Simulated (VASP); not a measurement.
## Mg: single point with LDA

The system is Mg.

```
Mg
1.0
     0.00000    2.01194    2.01194
     2.01194    0.00000    2.01194
     2.01194    2.01194    0.00000
Mg
1
Cartesian
  0.0000 0.0000 0.0000
```

```
Program                : VASP 6.6.1
Task                   : single point
Functional             : LDA
Potentials or basis    : VASP PAW LDA potentials, release 64 (Mg)
Cutoff                 : 520 eV
k mesh                 : 10 × 10 × 10
Occupations            : fermi-dirac, width 0.05 eV
Spin                   : no spin polarisation
Dipole correction      : no
Further INCAR settings : ALGO = Normal; EDIFF = 1e-07; NBANDS = 7
```

| Property | Result |
| --- | --- |
| Pressure | 19.7 GPa |
| Band gap on the k mesh | zero (band 1 reaches 5.48 eV, above the bottom of band 2 at 3.20 eV) |

Levels at points of the mesh, in eV from the Fermi level:
```
           k point  band 1  band 2  band 3  band 4  band 5  band 6
(0.00, 0.00, 0.00)   -8.59   14.48   14.48   14.48   17.51   18.42
(0.50, 0.00, 0.00)   -2.34   -1.39   13.11   13.11   15.73   15.73
(0.50, 0.50, 0.00)   -0.36    0.83    6.64    8.85    8.85   13.43
```

Run time: 3.2 s on 1 thread of Intel(R) Xeon(R) Platinum 8559C (Emerald Rapids), on a shared host, peak memory 0.12 GiB.
